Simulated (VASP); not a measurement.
# Al5Ga3N8 (P3m1) in VASP: a series of runs

Al5Ga3N8 is run at these levels: PBE; tasks: single point.

Everything below comes from runs of VASP 6.6.1. Logs are shortened: lines on timing, memory, paths and dates and some standing lists are left out, and cuts for length are marked.

### 1 The cell of the first run

Symmetry: P3m1, No. 156, trigonal system. The conventional cell has a = 3.130 Å, b = 3.130 Å, c = 20.220 Å, α = 90.00°, β = 90.00°, γ = 120.00°. Al (site symmetry 3m) has 4 N at 1.90 to 1.92 Å within 2.5 Å. Al (site symmetry 3m) has 4 N at 1.90 Å within 2.5 Å. Al (site symmetry 3m) has 4 N at 1.90 Å within 2.5 Å. Within 2.5 Å of Al (site symmetry 3m) lie 4 N at 1.90 Å. Al (site symmetry 3m) has 4 N at 1.90 Å within 2.5 Å. Within 2.5 Å of Ga (site symmetry 3m) lie 4 N at 1.90 to 1.95 Å. Within 2.5 Å of Ga (site symmetry 3m) lie 4 N at 1.92 to 1.95 Å. Within 2.5 Å of Ga (site symmetry 3m) lie 4 N at 1.92 to 1.95 Å.

### 2 Single point, PBE

INCAR reads:

```
SYSTEM = Al5Ga3N8
PREC = Accurate
ENCUT = 520
EDIFF = 1E-6
ISMEAR = 0
SIGMA = 0.01
LREAL = Auto
LASPH = .TRUE.
NELM = 60
ALGO = Normal
ISIF = 2
LWAVE = .FALSE.
LCHARG = .FALSE.
GGA = PE
NBANDS = 61
```

KPOINTS reads:

```
Automatic mesh
0
G
  8 8 2
  0 0 0
```

POSCAR reads:

```
Al5Ga3N8
1.0
    3.1298000000      0.0000000000      0.0000000000
   -1.5649000000      2.7104863088      0.0000000000
    0.0000000000      0.0000000000     20.2200000000
Al Ga N
5 3 8
Direct
    0.6666666667      0.3333333333      0.3842730000
    0.3333333333      0.6666666667      0.5074184000
    0.6666666667      0.3333333333      0.6305638000
    0.3333333333      0.6666666667      0.7537092000
    0.6666666667      0.3333333333      0.8768546000
    0.3333333333      0.6666666667      0.0000000000
    0.6666666667      0.3333333333      0.1280910000
    0.3333333333      0.6666666667      0.2561820000
    0.3333333333      0.6666666667      0.0964391700
    0.6666666667      0.3333333333      0.2245301700
    0.3333333333      0.6666666667      0.3526211700
    0.6666666667      0.3333333333      0.4782393700
    0.3333333333      0.6666666667      0.6013847700
    0.6666666667      0.3333333333      0.7245301700
    0.3333333333      0.6666666667      0.8476755700
    0.6666666667      0.3333333333      0.9708209700
```

Potentials or basis: VASP PAW PBE potentials, release 64 (Al, Ga_d, N).

Launch:

```sh
cat potpaw_PBE.64/Al/POTCAR potpaw_PBE.64/Ga_d/POTCAR potpaw_PBE.64/N/POTCAR > POTCAR
mpirun -np 1 vasp_std > vasp.out
```

OUTCAR:

```text
SYSTEM = Al5Ga3N8
   PREC = Accurate
   ENCUT = 520
   EDIFF = 1E-6
   ISMEAR = 0
   LREAL = Auto
   LASPH = .TRUE.
   NELM = 60
   ISIF = 2
   GGA = PE

 ion  position               nearest neighbor table
   1  0.667  0.333  0.384-  12 1.90  11 1.92  11 1.92  11 1.92   2 3.08   2 3.08   2 3.08
   2  0.333  0.667  0.507-  13 1.90  12 1.90  12 1.90  12 1.90   3 3.08   1 3.08   1 3.08   3 3.08
                             3 3.08   1 3.08
   3  0.667  0.333  0.631-  14 1.90  13 1.90  13 1.90  13 1.90   2 3.08   4 3.08   2 3.08   4 3.08
                             2 3.08   4 3.08
   4  0.333  0.667  0.754-  15 1.90  14 1.90  14 1.90  14 1.90   5 3.08   3 3.08   5 3.08   3 3.08
                             5 3.08   3 3.08
   5  0.667  0.333  0.877-  16 1.90  15 1.90  15 1.90  15 1.90   4 3.08   6 3.08   6 3.08   4 3.08
                             6 3.08   4 3.08
   6  0.333  0.667  0.000-  16 1.90  16 1.90  16 1.90   9 1.95   5 3.08   5 3.08   5 3.08
   7  0.667  0.333  0.128-   9 1.92   9 1.92   9 1.92  10 1.95
   8  0.333  0.667  0.256-  10 1.92  10 1.92  10 1.92  11 1.95
   9  0.333  0.667  0.096-   7 1.92   7 1.92   7 1.92   6 1.95
  10  0.667  0.333  0.225-   8 1.92   8 1.92   8 1.92   7 1.95
  11  0.333  0.667  0.353-   1 1.92   1 1.92   1 1.92   8 1.95
  12  0.667  0.333  0.478-   1 1.90   2 1.90   2 1.90   2 1.90
  13  0.333  0.667  0.601-   2 1.90   3 1.90   3 1.90   3 1.90
  14  0.667  0.333  0.725-   3 1.90   4 1.90   4 1.90   4 1.90
  15  0.333  0.667  0.848-   4 1.90   5 1.90   5 1.90   5 1.90
  16  0.667  0.333  0.971-   5 1.90   6 1.90   6 1.90   6 1.90

  LATTYP: Found a hexagonal cell.
 ALAT       =     3.1298000000
 C/A-ratio  =     6.4604767078

  Lattice vectors:

 A1 = (   3.1298000000,   0.0000000000,   0.0000000000)
 A2 = (  -1.5649000000,   2.7104863088,   0.0000000000)
 A3 = (   0.0000000000,   0.0000000000,  20.2200000000)

Analysis of symmetry for initial positions (statically):
=====================================================================
 Subroutine PRICEL returns:
 Original cell was already a primitive cell.

 Routine SETGRP: Setting up the symmetry group for a
 hexagonal supercell.

 Subroutine GETGRP returns: Found  6 space group operations
 (whereof  6 operations were pure point group operations)
 out of a pool of 24 trial point group operations.

The static configuration has the point symmetry C_3v.

Analysis of symmetry for dynamics (positions and initial velocities):
=====================================================================
 Subroutine PRICEL returns:
 Original cell was already a primitive cell.

 Routine SETGRP: Setting up the symmetry group for a
 hexagonal supercell.

 Subroutine GETGRP returns: Found  6 space group operations
 (whereof  6 operations were pure point group operations)
 out of a pool of 24 trial point group operations.

The dynamic configuration has the point symmetry C_3v.

 Subroutine INISYM returns: Found  6 space group operations
 (whereof  6 operations are pure point group operations),
 and found     1 'primitive' translations

----------------------------------------------------------------------------------------

                                     Primitive cell

  volume of cell :     171.5319

  direct lattice vectors                    reciprocal lattice vectors
     3.129800000  0.000000000  0.000000000     0.319509234  0.184468742  0.000000000
    -1.564900000  2.710486309  0.000000000     0.000000000  0.368937484  0.000000000
     0.000000000  0.000000000 20.220000000     0.000000000  0.000000000  0.049455984

  length of vectors
     3.129800000  3.129800000 20.220000000     0.368937484  0.368937484  0.049455984

  position of ions in fractional coordinates (direct lattice)
     0.666666667  0.333333333  0.384273000
     0.333333333  0.666666667  0.507418400
     0.666666667  0.333333333  0.630563800
     0.333333333  0.666666667  0.753709200
     0.666666667  0.333333333  0.876854600
     0.333333333  0.666666667  0.000000000
[... 8 lines left out ...]
     0.333333333  0.666666667  0.847675570
     0.666666667  0.333333333  0.970820970

  ion indices of the primitive-cell ions
   primitive index   ion index
                 1           1
                 2           2
                 3           3
                 4           4
                 5           5
                 6           6
[... 8 lines left out ...]
                15          15
                16          16

----------------------------------------------------------------------------------------

 KPOINTS: Automatic mesh

Automatic generation of k-mesh.
 Grid dimensions read from file:
 generate k-points for:    8    8    2

 Generating k-lattice:

  Cartesian coordinates                     Fractional coordinates (reciprocal lattice)
     0.039938654  0.023058593  0.000000000     0.125000000  0.000000000  0.000000000
     0.000000000  0.046117186  0.000000000     0.000000000  0.125000000  0.000000000
     0.000000000  0.000000000  0.024727992     0.000000000  0.000000000  0.500000000

  Length of vectors
     0.046117186  0.046117186  0.024727992

  Shift w.r.t. Gamma in fractional coordinates (k-lattice)
     0.000000000  0.000000000  0.000000000

 Subroutine IBZKPT returns following result:
 ===========================================

 Found     20 irreducible k-points:

 Following reciprocal coordinates:
            Coordinates               Weight
  0.000000  0.000000  0.000000      1.000000
  0.125000  0.000000  0.000000      6.000000
  0.250000  0.000000  0.000000      6.000000
  0.375000  0.000000  0.000000      6.000000
  0.500000  0.000000  0.000000      3.000000
  0.125000  0.125000  0.000000      6.000000
[... 12 lines left out ...]
  0.250000  0.250000  0.500000      6.000000
  0.375000  0.250000  0.500000      6.000000
   k-points           NKPTS =     20   k-points in BZ     NKDIM =     20   number of bands    NBANDS=     61
   number of dos      NEDOS =    301   number of ions     NIONS =     16
   total plane-waves  NPLWV =  86400
   dimension x,y,z NGX =    24 NGY =   24 NGZ =  150
   dimension x,y,z NGXF=    48 NGYF=   48 NGZF=  300
   ions per type =               5   3   8
   NGX,Y,Z   is equivalent  to a cutoff of  12.75, 12.75, 12.33 a.u.
   NGXF,Y,Z  is equivalent  to a cutoff of  25.50, 25.50, 24.67 a.u.
 SYSTEM =  Al5Ga3N8
   PREC   = accura    normal or accurate (medium, high low for compatibility)
   ISTART =      0    job   : 0-new  1-cont  2-samecut
   ICHARG =      2    charge: 1-file 2-atom 10-const
   ISPIN  =      1    spin polarized calculation?
   LNONCOLLINEAR =      F non collinear calculations
   LSORBIT =      F    spin-orbit coupling
   LASPH  =      T    aspherical Exc in radial PAW
   ENCUT  =  520.0 eV  38.22 Ry    6.18 a.u.   5.82  5.82 37.60*2*pi/ulx,y,z
   NELM   =     60;   NELMIN=  2; NELMDL= -5     # of ELM steps
   EDIFF  = 0.1E-05   stopping-criterion for ELM
   LREAL  =      T    real-space projection
   EDIFFG = 0.1E-04   stopping-criterion for IOM
   NSW    =      0    number of steps for IOM
   IBRION =     -1    ionic relax: 0-MD 1-quasi-New 2-CG
   NFREE  =      0    steps in history (QN), initial steepest desc. (CG)
   ISIF   =      2    stress and relaxation
   ISYM   =      2    0-nonsym 1-usesym 2-fastsym
   POTIM  = 0.5000    time-step for ionic-motion
   TEBEG  =    0.0;   TEEND  =   0.0 temperature during run
   PSTRESS=    0.0 pullay stress
   NELECT =      94.0000    total number of electrons
   NUPDOWN=      -1.0000    fix difference up-down
   EMIN   =  10.00;   EMAX   =-10.00  energy-range for DOS
   EFERMI =   0.00;   METHOD = LEGACY
   ISMEAR =     0;   SIGMA  =   0.01  broadening in eV -4-tet -1-fermi 0-gaus
   EFERMI_NEDOS =   21; number of points for ismear=-14 and -15
   IALGO  =     38    algorithm
   IMIX   =      4    mixing-type and parameters
     AMIX     =   0.40;   BMIX     =  1.00
     AMIX_MAG =   1.60;   BMIX_MAG =  1.00
  volume/ion in A,a.u.               =      10.72        72.35
  Fermi-wavevector in a.u.,A,eV,Ry     =   1.339684  2.531636 24.419110  1.794754
  Thomas-Fermi vector in A             =   2.468057
   LORBIT       =      0    0 simple, 1 ext, 2 COOP (PROOUT), +10 PAW based schemes
   GGA     = PE    functional components
   LHFCALC =     F    Hartree Fock is set to
   AEXX    =    0.0000 exact exchange contribution
   IVDW    =     0    specifies the selected vdW correction
   LEPSILON=     F    determine dielectric tensor
   LRPA    =     F    only Hartree local field effects (RPA)
 non-spin polarized calculation
 Gauss-broadening in eV      SIGMA  =   0.01
  energy-cutoff  :      520.00
  volume of cell :      171.53
 maximum number of plane-waves:      4664
 NGX is ok and might be reduce to    24
   NGX = 11   NGY = 11   NGZ = 75

 number of electron      94.0000024 magnetization

 Free energy of the ion-electron system (eV)
  ---------------------------------------------------
  ext. energy  EPLUGINS =         0.00000000
  ---------------------------------------------------
  free energy    TOTEN  =      -110.64518070 eV

  energy without entropy =     -110.64518070  energy(sigma->0) =     -110.64518070

 E-fermi :   6.4994     XC(G=0): -11.2527

 val. band max:        6.4180432994   @ k =   0.0000   0.0000   0.0000
 cond. band min:       9.1759065437   @ k =   0.0000   0.0000   0.0000
 fundamental gap:      2.7578632443
 Fermi energy:         6.4994191109

 k-point     1 :       0.0000    0.0000    0.0000
  band No.  band energies     occupation
      1      -9.7275      2.00000
      2      -9.4806      2.00000
      3      -9.4413      2.00000
      4      -8.9845      2.00000
      5      -8.9210      2.00000
      6      -8.5432      2.00000
[... 51 lines left out ...]
     58      15.6404      0.00000
     59      15.7458      0.00000

 k-point     2 :       0.1250    0.0000    0.0000
  band No.  band energies     occupation
      1      -9.5602      2.00000
      2      -9.3151      2.00000
      3      -9.2715      2.00000
      4      -8.8371      2.00000
      5      -8.8261      2.00000
      6      -8.4201      2.00000
[... 1105 lines left out ...]
     58      14.4721      0.00000
     59      14.6409      0.00000

 k-point    20 :       0.3750    0.2500    0.5000
  band No.  band energies     occupation
      1      -8.6300      2.00000
      2      -8.5776      2.00000
      3      -8.5063      2.00000
      4      -7.6249      2.00000
      5      -7.3263      2.00000
      6      -7.1874      2.00000
[... 51 lines left out ...]
     58      14.2239      0.00000
     59      14.4391      0.00000
 [bands above 59 left out]

------------------------ aborting loop because EDIFF is reached ----------------------------------------

  FORCE on cell =-STRESS in cart. coord.  units (eV):
  Direction    XX          YY          ZZ          XY          YZ          ZX
  --------------------------------------------------------------------------------------
  -------------------------------------------------------------------------------------
  Total        6.8277177      6.8277177      6.1244742     -0.0000000      0.0000000      0.0000000
  in kB       63.7736368     63.7736368     57.2050591     -0.0000000      0.0000000      0.0000000
  external PRESSURE =      61.5841109 kB  Pullay stress =       0.0000000 kB

 VOLUME and BASIS-vectors are now :
 -----------------------------------------------------------------------------
  energy-cutoff  :      520.00
  volume of cell :      171.53
      direct lattice vectors                 reciprocal lattice vectors
     3.129800000  0.000000000  0.000000000     0.319509234  0.184468742  0.000000000
    -1.564900000  2.710486309  0.000000000     0.000000000  0.368937484  0.000000000
     0.000000000  0.000000000 20.220000000     0.000000000  0.000000000  0.049455984

 POSITION                                       TOTAL-FORCE (eV/Angst)
 -----------------------------------------------------------------------------------
      1.56490      0.90350      7.77000         0.000000      0.000000     -0.764129
     -0.00000      1.80699     10.26000        -0.000000      0.000000     -0.007419
      1.56490      0.90350     12.75000         0.000000      0.000000      0.009601
     -0.00000      1.80699     15.24000         0.000000     -0.000000      0.011646
      1.56490      0.90350     17.73000         0.000000      0.000000     -0.115089
     -0.00000      1.80699      0.00000         0.000000      0.000000      0.766496
[... 8 lines left out ...]
     -0.00000      1.80699     17.14000        -0.000000      0.000000     -0.021821
      1.56490      0.90350     19.63000        -0.000000     -0.000000     -1.028754
 -----------------------------------------------------------------------------------
    total drift:                               -0.000001     -0.000001      0.009533

  FREE ENERGIE OF THE ION-ELECTRON SYSTEM (eV)
  ---------------------------------------------------
  free  energy   TOTEN  =      -110.6451806977 eV

  energy  without entropy=     -110.6451806977  energy(sigma->0) =     -110.64518070
```

It took 5.7 min on 1 thread of Intel Xeon Platinum 8259CL at 2.50GHz (Skylake/Cascade Lake), shared host; peak memory 0.35 GiB.

Results:

```yaml
Free_energy: -110.6452 eV
Pressure: 6.2 GPa
Largest_force: 1.061 eV/Å
Band_gap_on_the_k_mesh: 2.76 eV
```

Forces on the atoms (eV/Å):
```
Al   0.000  0.000 -0.764
Al   0.000  0.000 -0.007
Al   0.000  0.000  0.010
Al   0.000  0.000  0.012
Al   0.000  0.000 -0.115
Ga   0.000  0.000  0.766
Ga   0.000  0.000  0.073
Ga   0.000  0.000  0.128
N    0.000  0.000 -0.026
N    0.000  0.000 -0.056
N    0.000  0.000  1.061
N    0.000  0.000 -0.007
N    0.000  0.000 -0.011
N    0.000  0.000 -0.013
N    0.000  0.000 -0.022
N    0.000  0.000 -1.029
```

Stress tensor (GPa, compression positive):
```
6.38 0.00 0.00
0.00 6.38 0.00
0.00 0.00 5.72
```

Caveat: the cell stands under pressure; forces of over 1 eV/Å act on the atoms, so gaps and moduli don't describe the material at rest. A k mesh can miss the band edges.

### 3 Single point, PBE

This run uses another cell than the first one, of 10.89 Å³/atom.

Changes to INCAR since step 2:

```diff
@@ -3,3 +3,3 @@
 ENCUT = 520
-EDIFF = 1E-6
+EDIFF = 1E-7
 ISMEAR = 0
```

KPOINTS reads:

```
regular mesh
0
G
  8 8 2
  0 0 0
```

POSCAR reads:

```
Al5Ga3N8
1.0
    3.1298000000      0.0000000000      0.0000000000
   -1.5649000000      2.7104863088      0.0000000000
    0.0000000000      0.0000000000     20.5323126768
Al Ga N
5 3 8
Direct
    0.6666666667      0.3333333333      0.3850836723
    0.3333333333      0.6666666667      0.5075252173
    0.6666666667      0.3333333333      0.6298949283
    0.3333333333      0.6666666667      0.7522697514
    0.6666666667      0.3333333333      0.8745366292
    0.3333333333      0.6666666667      0.0009255689
    0.6666666667      0.3333333333      0.1301109583
    0.3333333333      0.6666666667      0.2595091164
    0.3333333333      0.6666666667      0.0971299241
    0.6666666667      0.3333333333      0.2263542588
    0.3333333333      0.6666666667      0.3561200907
    0.6666666667      0.3333333333      0.4780500480
    0.3333333333      0.6666666667      0.6004310223
    0.6666666667      0.3333333333      0.7227977866
    0.3333333333      0.6666666667      0.8451822736
    0.6666666667      0.3333333333      0.9674121138
```

Potentials or basis: VASP PAW PBE potentials, release 64 (Al, Ga_d, N).

Launch:

```sh
cat potpaw_PBE.64/Al/POTCAR potpaw_PBE.64/Ga_d/POTCAR potpaw_PBE.64/N/POTCAR > POTCAR
mpirun -np 1 vasp_std > vasp.out
```

Wall time 6.5 min (1 thread of Intel Xeon Platinum 8259CL at 2.50GHz (Skylake/Cascade Lake), shared host); peak memory 0.36 GiB.

Results (log left out):

```
Free energy            : -110.7757 eV
Pressure               : 3.0 GPa
Largest force          : 0.017 eV/Å
Band gap on the k mesh : 2.53 eV
```

Forces in eV/Å, atoms in the order of the input:
```
Al   0.000  0.000 -0.005
Al   0.000  0.000  0.001
Al   0.000  0.000  0.007
Al   0.000  0.000  0.005
Al   0.000  0.000  0.007
Ga   0.000  0.000  0.000
Ga   0.000  0.000 -0.010
Ga   0.000  0.000 -0.017
N    0.000  0.000  0.009
N    0.000  0.000  0.010
N    0.000  0.000  0.017
N    0.000  0.000 -0.003
N    0.000  0.000 -0.004
N    0.000  0.000 -0.004
N    0.000  0.000 -0.006
N    0.000  0.000 -0.008
```

Stress tensor (GPa, compression positive):
```
 4.51  0.00  0.00
 0.00  4.51  0.00
 0.00  0.00 -0.09
```

Levels at points of the mesh, in eV from the valence-band top:
| k point | band 43 | band 44 | band 45 | band 46 | band 47 | band 48 | band 49 | band 50 | band 51 | band 52 |
| --- | --- | --- | --- | --- | --- | --- | --- | --- | --- | --- |
| (0.00, 0.00, 0.00) | -0.47 | -0.33 | -0.33 | 0.00 | 0.00 | 2.53 | 3.83 | 3.98 | 4.77 | 5.08 |
| (0.50, 0.00, 0.00) | -1.86 | -1.75 | -1.49 | -1.43 | -1.10 | 4.07 | 4.27 | 4.48 | 4.59 | 5.11 |
| (0.00, 0.00, 0.50) | -0.67 | -0.33 | -0.33 | 0.00 | 0.00 | 2.63 | 3.48 | 4.43 | 4.61 | 5.01 |
| (0.50, 0.00, 0.50) | -1.74 | -1.68 | -1.68 | -1.34 | -1.11 | 4.04 | 4.13 | 4.63 | 4.94 | 5.00 |
